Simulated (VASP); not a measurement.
# BaTiO3 (Pm-3m) in VASP: single point with r2SCAN+U

Aim: the single point of BaTiO3 with r2SCAN+U.

Program: VASP 6.6.1. These are calculated values, not measurements. Logs are shortened: lines on timing, memory, paths and dates and some standing lists are left out, and cuts for length are marked.

## Step 1: The cell of the first run

The structure is cubic, space group Pm-3m (No. 221). The conventional cell has a = 3.973 Å, b = 3.973 Å, c = 3.973 Å, α = 90.00°, β = 90.00°, γ = 90.00°. Within 3.7 Å of Ba (site symmetry m-3m) lie 12 O at 2.81 Å and 8 Ti at 3.44 Å. Ti (site symmetry m-3m) has 6 O at 1.99 Å within 2.6 Å. O (site symmetry 4/mmm) has 2 Ti at 1.99 Å within 2.6 Å. Within 2.6 Å of O (site symmetry 4/mmm) lie 2 Ti at 1.99 Å.

## Step 2: Single point, r2SCAN+U

POSCAR reads:

```
BaTiO3
1.0
   -3.9730099100      0.0000000000     -3.9730099100
    0.0000000000     -3.9730099100      0.0000000000
   -3.9730099100      0.0000000000      3.9730099100
Ba Ti O
2 2 6
Direct
    0.0000000000      0.5000000000      0.5000000000
    0.5000000000      0.5000000000      0.0000000000
    0.0000000000      0.0000000000      0.0000000000
    0.5000000000      0.0000000000      0.5000000000
    0.7500000000      0.0000000000      0.7500000000
    0.2500000000      0.0000000000      0.2500000000
    0.0000000000      0.5000000000      0.0000000000
    0.5000000000      0.5000000000      0.5000000000
    0.7500000000      0.0000000000      0.2500000000
    0.2500000000      0.0000000000      0.7500000000
```

INCAR.step1 reads:

```
PREC     = Accurate       # precision mode
ENCUT    = 520            # plane-wave cutoff, eV
ISMEAR   = -1             # smearing method
SIGMA    = 0.0397         # smearing width, eV
LREAL    = F              # projectors in reciprocal space
LASPH    = T              # aspherical terms in the spheres
NELM     = 150            # most SCF steps
LMAXMIX  = 4              # l up to which the mixer works
LDAU     = T              # DFT+U
LDAUTYPE = 2            
LDAUL    = -1 2 -1        # shell
LDAUU    = 0 3.46 0       # U, eV
LDAUJ    = 0 0 0        
NBANDS   = 51             # bands
GGA      = PE             # functional
ALGO     = Normal         # electronic algorithm
EDIFF    = 1E-4           # SCF threshold, eV
LWAVE    = T              # write WAVECAR
LCHARG   = F              # write CHGCAR
```

INCAR.step2 reads:

```
PREC     = Accurate       # precision mode
ENCUT    = 520            # plane-wave cutoff, eV
EDIFF    = 1E-7           # SCF threshold, eV
ISMEAR   = -1             # smearing method
SIGMA    = 0.0397         # smearing width, eV
LREAL    = F              # projectors in reciprocal space
LASPH    = T              # aspherical terms in the spheres
NELM     = 150            # most SCF steps
ALGO     = Normal         # electronic algorithm
ISIF     = 2              # what is computed and relaxed
LWAVE    = F              # write WAVECAR
LCHARG   = F              # write CHGCAR
LMAXMIX  = 4              # l up to which the mixer works
LDAU     = T              # DFT+U
LDAUTYPE = 2            
LDAUL    = -1 2 -1        # shell
LDAUU    = 0 3.46 0       # U, eV
LDAUJ    = 0 0 0        
LDAUPRINT= 1            
METAGGA  = R2SCAN         # meta-GGA
LMIXTAU  = T            
NBANDS   = 51             # bands
ISTART   = 1
```

KPOINTS reads:

```
regular mesh
0
Gamma
  5 7 5
```

Potentials or basis: VASP PAW PBE potentials, release 64 (Ba_sv, Ti_sv, O).

On the command line:

```bash
cat potpaw_PBE.64/Ba_sv/POTCAR potpaw_PBE.64/Ti_sv/POTCAR potpaw_PBE.64/O/POTCAR > POTCAR
cp INCAR.step1 INCAR
mpirun -np 1 vasp_std > vasp.out
cp INCAR.step2 INCAR
mpirun -np 1 vasp_std > vasp.out
```

OUTCAR:

```text
PREC = Accurate
   ENCUT = 520
   EDIFF = 1E-7
   ISMEAR = -1
   LREAL = F
   LASPH = T
   NELM = 150
   ISIF = 2
   METAGGA = R2SCAN
   ISTART = 1

 ion  position               nearest neighbor table
   1  0.000  0.500  0.500-   5 2.81   6 2.81   7 2.81   8 2.81   9 2.81  10 2.81   7 2.81   5 2.81
                             6 2.81   9 2.81  10 2.81   8 2.81   4 3.44   3 3.44   3 3.44   3 3.44
   2  0.500  0.500  0.000-   5 2.81   6 2.81   7 2.81   8 2.81   9 2.81  10 2.81   8 2.81   5 2.81
                             6 2.81   9 2.81  10 2.81   7 2.81   4 3.44   4 3.44   3 3.44   3 3.44
   3  0.000  0.000  0.000-   5 1.99   6 1.99   7 1.99   9 1.99  10 1.99   7 1.99   1 3.44   1 3.44
                             1 3.44   2 3.44   2 3.44   1 3.44   2 3.44   2 3.44
   4  0.500  0.000  0.500-   5 1.99   6 1.99   8 1.99   9 1.99  10 1.99   8 1.99   1 3.44   2 3.44
                             1 3.44   2 3.44   2 3.44   2 3.44   1 3.44   1 3.44
   5  0.750  0.000  0.750-   3 1.99   4 1.99   1 2.81   2 2.81   1 2.81   2 2.81
   6  0.250  0.000  0.250-   3 1.99   4 1.99   1 2.81   2 2.81   1 2.81   2 2.81
   7  0.000  0.500  0.000-   3 1.99   3 1.99   1 2.81   1 2.81   2 2.81   2 2.81
   8  0.500  0.500  0.500-   4 1.99   4 1.99   1 2.81   2 2.81   2 2.81   1 2.81
   9  0.750  0.000  0.250-   3 1.99   4 1.99   1 2.81   2 2.81   1 2.81   2 2.81
  10  0.250  0.000  0.750-   3 1.99   4 1.99   1 2.81   2 2.81   1 2.81   2 2.81

  LATTYP: Found a simple tetragonal cell.
 ALAT       =     5.6186844982
 C/A-ratio  =     0.7071067812

  Lattice vectors:

 A1 = (   3.9730099100,   0.0000000000,   3.9730099100)
 A2 = (  -3.9730099100,   0.0000000000,   3.9730099100)
 A3 = (   0.0000000000,  -3.9730099100,   0.0000000000)

Analysis of symmetry for initial positions (statically):
=====================================================================
 Subroutine PRICEL returns following result:

  LATTYP: Found a simple cubic cell.
 ALAT       =     3.9730099100

  Lattice vectors:

 A1 = (   0.0000000000,   0.0000000000,  -3.9730099100)
 A2 = (   0.0000000000,  -3.9730099100,   0.0000000000)
 A3 = (  -3.9730099100,   0.0000000000,   0.0000000000)

   2 primitive cells build up your supercell.

 Routine SETGRP: Setting up the symmetry group for a
 simple tetragonal supercell.

 Subroutine GETGRP returns: Found 16 space group operations
 (whereof 16 operations were pure point group operations)
 out of a pool of 16 trial point group operations.

The static configuration has the point symmetry D_4h.

Analysis of symmetry for dynamics (positions and initial velocities):
=====================================================================
 Subroutine PRICEL returns following result:

  LATTYP: Found a simple cubic cell.
 ALAT       =     3.9730099100

  Lattice vectors:

 A1 = (   0.0000000000,   0.0000000000,  -3.9730099100)
 A2 = (   0.0000000000,  -3.9730099100,   0.0000000000)
 A3 = (  -3.9730099100,   0.0000000000,   0.0000000000)

   2 primitive cells build up your supercell.

 Routine SETGRP: Setting up the symmetry group for a
 simple tetragonal supercell.

 Subroutine GETGRP returns: Found 16 space group operations
 (whereof 16 operations were pure point group operations)
 out of a pool of 16 trial point group operations.

The dynamic configuration has the point symmetry D_4h.

 Subroutine INISYM returns: Found 16 space group operations
 (whereof 16 operations are pure point group operations),
 and found     2 'primitive' translations

----------------------------------------------------------------------------------------

                                     Primitive cell

[... 128 lines left out ...]
   LEPSILON=     F    determine dielectric tensor
   LRPA    =     F    only Hartree local field effects (RPA)
 non-spin polarized calculation
  energy-cutoff  :      520.00
  volume of cell :      125.43
 maximum number of plane-waves:      3435
 NGX is ok and might be reduce to    42
   NGX = 21   NGY = 15   NGZ = 21

atom =   3  type =  2  l = 2

 onsite density matrix

spin component  1

  0.0985 -0.0000 -0.0000  0.0000 -0.0000
 -0.0000  0.0985 -0.0000  0.0000  0.0000
 -0.0000 -0.0000  0.2400 -0.0000  0.0000
  0.0000  0.0000 -0.0000  0.0985  0.0000
 -0.0000  0.0000  0.0000  0.0000  0.2400

spin component  2

  0.0985 -0.0000 -0.0000  0.0000 -0.0000
 -0.0000  0.0985 -0.0000  0.0000  0.0000
 -0.0000 -0.0000  0.2400 -0.0000  0.0000
  0.0000  0.0000 -0.0000  0.0985  0.0000
 -0.0000  0.0000  0.0000  0.0000  0.2400

 occupancies and eigenvectors

  o =  0.0985  v =  0.0000  0.0000 -0.0000  1.0000  0.0000  0.0000  0.0000  0.0000  0.0000  0.0000      0.0000  0.0000  0.0000  0.0000  0.0000  0.0000  0.0000  0.0000  0.0000  0.0000
  o =  0.0985  v =  0.0000  0.0000  0.0000  0.0000  0.0000  0.0000  0.0000 -0.0000  1.0000  0.0000      0.0000  0.0000  0.0000  0.0000  0.0000  0.0000  0.0000  0.0000  0.0000  0.0000
  o =  0.0985  v =  0.0000 -1.0000  0.0000  0.0000 -0.0000  0.0000  0.0000  0.0000  0.0000  0.0000      0.0000  0.0000  0.0000  0.0000  0.0000  0.0000  0.0000  0.0000  0.0000  0.0000
  o =  0.0985  v =  0.0000  0.0000  0.0000  0.0000  0.0000  0.0000 -1.0000  0.0000  0.0000 -0.0000      0.0000  0.0000  0.0000  0.0000  0.0000  0.0000  0.0000  0.0000  0.0000  0.0000
  o =  0.0985  v =  0.0000  0.0000  0.0000  0.0000  0.0000  1.0000  0.0000  0.0000  0.0000  0.0000      0.0000  0.0000  0.0000  0.0000  0.0000  0.0000  0.0000  0.0000  0.0000  0.0000
  o =  0.0985  v =  1.0000  0.0000  0.0000  0.0000  0.0000  0.0000  0.0000  0.0000  0.0000  0.0000      0.0000  0.0000  0.0000  0.0000  0.0000  0.0000  0.0000  0.0000  0.0000  0.0000
  o =  0.2400  v =  0.0000  0.0000  0.8660  0.0000 -0.5000  0.0000  0.0000  0.0000  0.0000  0.0000      0.0000  0.0000  0.0000  0.0000  0.0000  0.0000  0.0000  0.0000  0.0000  0.0000
  o =  0.2400  v =  0.0000  0.0000  0.0000  0.0000  0.0000  0.0000  0.0000  0.8660  0.0000 -0.5000      0.0000  0.0000  0.0000  0.0000  0.0000  0.0000  0.0000  0.0000  0.0000  0.0000
  o =  0.2400  v =  0.0000  0.0000  0.0000  0.0000  0.0000  0.0000  0.0000 -0.5000  0.0000 -0.8660      0.0000  0.0000  0.0000  0.0000  0.0000  0.0000  0.0000  0.0000  0.0000  0.0000
  o =  0.2400  v =  0.0000  0.0000 -0.5000  0.0000 -0.8660  0.0000  0.0000  0.0000  0.0000  0.0000      0.0000  0.0000  0.0000  0.0000  0.0000  0.0000  0.0000  0.0000  0.0000  0.0000

atom =   4  type =  2  l = 2

 onsite density matrix

spin component  1

  0.0985 -0.0000 -0.0000  0.0000 -0.0000
 -0.0000  0.0985 -0.0000  0.0000  0.0000
 -0.0000 -0.0000  0.2400 -0.0000  0.0000
  0.0000  0.0000 -0.0000  0.0985  0.0000
 -0.0000  0.0000  0.0000  0.0000  0.2400

spin component  2

  0.0985 -0.0000 -0.0000  0.0000 -0.0000
 -0.0000  0.0985 -0.0000  0.0000  0.0000
 -0.0000 -0.0000  0.2400 -0.0000  0.0000
  0.0000  0.0000 -0.0000  0.0985  0.0000
 -0.0000  0.0000  0.0000  0.0000  0.2400

 occupancies and eigenvectors

  o =  0.0985  v =  0.0000 -0.0000  0.0000  1.0000 -0.0000  0.0000  0.0000  0.0000  0.0000  0.0000      0.0000  0.0000  0.0000  0.0000  0.0000  0.0000  0.0000  0.0000  0.0000  0.0000
  o =  0.0985  v =  0.0000  0.0000  0.0000  0.0000  0.0000  0.0000 -0.0000  0.0000  1.0000 -0.0000      0.0000  0.0000  0.0000  0.0000  0.0000  0.0000  0.0000  0.0000  0.0000  0.0000
  o =  0.0985  v =  0.0000  1.0000  0.0000  0.0000 -0.0000  0.0000  0.0000  0.0000  0.0000  0.0000      0.0000  0.0000  0.0000  0.0000  0.0000  0.0000  0.0000  0.0000  0.0000  0.0000
  o =  0.0985  v =  0.0000  0.0000  0.0000  0.0000  0.0000  0.0000  1.0000  0.0000  0.0000 -0.0000      0.0000  0.0000  0.0000  0.0000  0.0000  0.0000  0.0000  0.0000  0.0000  0.0000
  o =  0.0985  v =  0.0000  0.0000  0.0000  0.0000  0.0000  1.0000  0.0000  0.0000  0.0000  0.0000      0.0000  0.0000  0.0000  0.0000  0.0000  0.0000  0.0000  0.0000  0.0000  0.0000
  o =  0.0985  v =  1.0000  0.0000  0.0000  0.0000  0.0000  0.0000  0.0000  0.0000  0.0000  0.0000      0.0000  0.0000  0.0000  0.0000  0.0000  0.0000  0.0000  0.0000  0.0000  0.0000
  o =  0.2400  v =  0.0000 -0.0000  0.8660 -0.0000 -0.5000  0.0000  0.0000  0.0000  0.0000  0.0000      0.0000  0.0000  0.0000  0.0000  0.0000  0.0000  0.0000  0.0000  0.0000  0.0000
  o =  0.2400  v =  0.0000  0.0000  0.0000  0.0000  0.0000  0.0000 -0.0000  0.8660 -0.0000 -0.5000      0.0000  0.0000  0.0000  0.0000  0.0000  0.0000  0.0000  0.0000  0.0000  0.0000
  o =  0.2400  v =  0.0000  0.0000  0.0000  0.0000  0.0000  0.0000 -0.0000  0.5000  0.0000  0.8660      0.0000  0.0000  0.0000  0.0000  0.0000  0.0000  0.0000  0.0000  0.0000  0.0000
  o =  0.2400  v =  0.0000 -0.0000  0.5000  0.0000  0.8660  0.0000  0.0000  0.0000  0.0000  0.0000      0.0000  0.0000  0.0000  0.0000  0.0000  0.0000  0.0000  0.0000  0.0000  0.0000

 number of electron      79.9999956 magnetization

 Free energy of the ion-electron system (eV)
  ---------------------------------------------------
  ext. energy  EPLUGINS =         0.00000000
  ---------------------------------------------------
  free energy    TOTEN  =      -143.88414954 eV

  energy without entropy =     -143.88414954  energy(sigma->0) =     -143.88414954

 E-fermi :   4.8164     XC(G=0): -12.0507

 val. band max:        3.8167125297   @ k =   0.0000   0.4286   0.0000
 cond. band min:       6.4696862656   @ k =   0.0000   0.0000   0.0000
 fundamental gap:      2.6529737360
 Fermi energy:         4.8163749978

 k-point     1 :       0.0000    0.0000    0.0000
  band No.  band energies     occupation
      1     -55.8637      2.00000
      2     -55.8614      2.00000
      3     -31.0442      2.00000
      4     -31.0441      2.00000
      5     -30.9912      2.00000
      6     -30.9902      2.00000
[... 1285 lines left out ...]
     50      12.0660      0.00000
     51      12.4097      0.00000

------------------------ aborting loop because EDIFF is reached ----------------------------------------

  FORCE on cell =-STRESS in cart. coord.  units (eV):
  Direction    XX          YY          ZZ          XY          YZ          ZX
  --------------------------------------------------------------------------------------
  -------------------------------------------------------------------------------------
  Total        6.3424192      6.3256266      6.3424192     -0.0000000      0.0000000      0.0000000
  in kB       81.0170802     80.8025740     81.0170802     -0.0000000      0.0000000      0.0000000
  external PRESSURE =      80.9455781 kB  Pullay stress =       0.0000000 kB

 VOLUME and BASIS-vectors are now :
 -----------------------------------------------------------------------------
  energy-cutoff  :      520.00
  volume of cell :      125.43
      direct lattice vectors                 reciprocal lattice vectors
    -3.973009910  0.000000000 -3.973009910    -0.125849170  0.000000000 -0.125849170
     0.000000000 -3.973009910  0.000000000     0.000000000 -0.251698340  0.000000000
    -3.973009910  0.000000000  3.973009910    -0.125849170  0.000000000  0.125849170

 POSITION                                       TOTAL-FORCE (eV/Angst)
 -----------------------------------------------------------------------------------
     -1.98650     -1.98650      1.98650        -0.000000     -0.000000      0.000000
     -1.98650     -1.98650     -1.98650         0.000000     -0.000000     -0.000000
      0.00000      0.00000      0.00000         0.000000     -0.000000     -0.000000
     -3.97301      0.00000      0.00000         0.000000     -0.000000      0.000000
     -5.95951      0.00000      0.00000        -0.000000      0.000000     -0.000000
     -1.98650      0.00000      0.00000         0.000000      0.000000      0.000000
      0.00000     -1.98650      0.00000        -0.000000     -0.000000     -0.000000
     -3.97301     -1.98650      0.00000        -0.000000      0.000000      0.000000
     -3.97301      0.00000     -1.98650        -0.000000      0.000000     -0.000000
     -3.97301      0.00000      1.98650         0.000000      0.000000      0.000000
 -----------------------------------------------------------------------------------
    total drift:                               -0.000000      0.000000     -0.000000

  FREE ENERGIE OF THE ION-ELECTRON SYSTEM (eV)
  ---------------------------------------------------
  free  energy   TOTEN  =      -143.8841495405 eV

  energy  without entropy=     -143.8841495405  energy(sigma->0) =     -143.88414954
```

It took 6 min on 1 thread of Intel Xeon 6975P-C (Granite Rapids), shared host; peak memory 0.32 GiB.

What came out:

* Free energy: -143.8841 eV
* Pressure: 8.1 GPa
* Band gap on the k mesh: 2.65 eV

Eigenvalues of the final occupation matrices:
| site | spin | trace | eigenvalues |
| --- | --- | --- | --- |
| site 3 d | 1 | 0.78 | 0.10 0.10 0.10 0.24 0.24 |
| site 3 d | 2 | 0.78 | 0.10 0.10 0.10 0.24 0.24 |
| site 4 d | 1 | 0.78 | 0.10 0.10 0.10 0.24 0.24 |
| site 4 d | 2 | 0.78 | 0.10 0.10 0.10 0.24 0.24 |

Caveat: the PAW data sets were made with another functional, which shifts forces and pressure a little; spin-orbit coupling is left out, which moves the levels of the heavy elements. A k mesh can miss the band edges.
